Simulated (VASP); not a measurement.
A run of VASP 6.6.1 is set up as follows.

File INCAR:

```
SYSTEM = KBr
PREC = Accurate
ENCUT = 520
EDIFF = 1E-6
ISMEAR = -1
SIGMA = 0.05
LREAL = .FALSE.
LASPH = .TRUE.
NELM = 80
ALGO = Normal
ISIF = 2
LWAVE = .FALSE.
LCHARG = .FALSE.
GGA = B5
ALDAX = 1.0
AGGAX = 1.0
AGGAC = 1.0
ALDAC = 0.0
NBANDS = 15
```

The input KPOINTS:

```
Automatic mesh
0
G
  7 7 7
  0 0 0
```

The input POSCAR:

```
KBr
1.0
    0.0000000000      3.3000000000      3.3000000000
    3.3000000000      0.0000000000      3.3000000000
    3.3000000000      3.3000000000      0.0000000000
Br K
1 1
Direct
    0.5000000000      0.5000000000      0.5000000000
    0.0000000000      0.0000000000      0.0000000000
```

Potentials or basis: VASP PAW PBE potentials, release 64 (Br, K_sv).

Launch:

```bash
$ cat potpaw_PBE.64/Br/POTCAR potpaw_PBE.64/K_sv/POTCAR > POTCAR
$ mpirun -np 1 vasp_std > vasp.out
```

(1) Estimate the pressure.

(2) Predict the band gap on the k mesh.

## Answers

(1) 1.5 GPa.

(2) 4.45 eV, direct.

Caveat: the PAW data sets were made with another functional, which shifts forces and pressure a little.
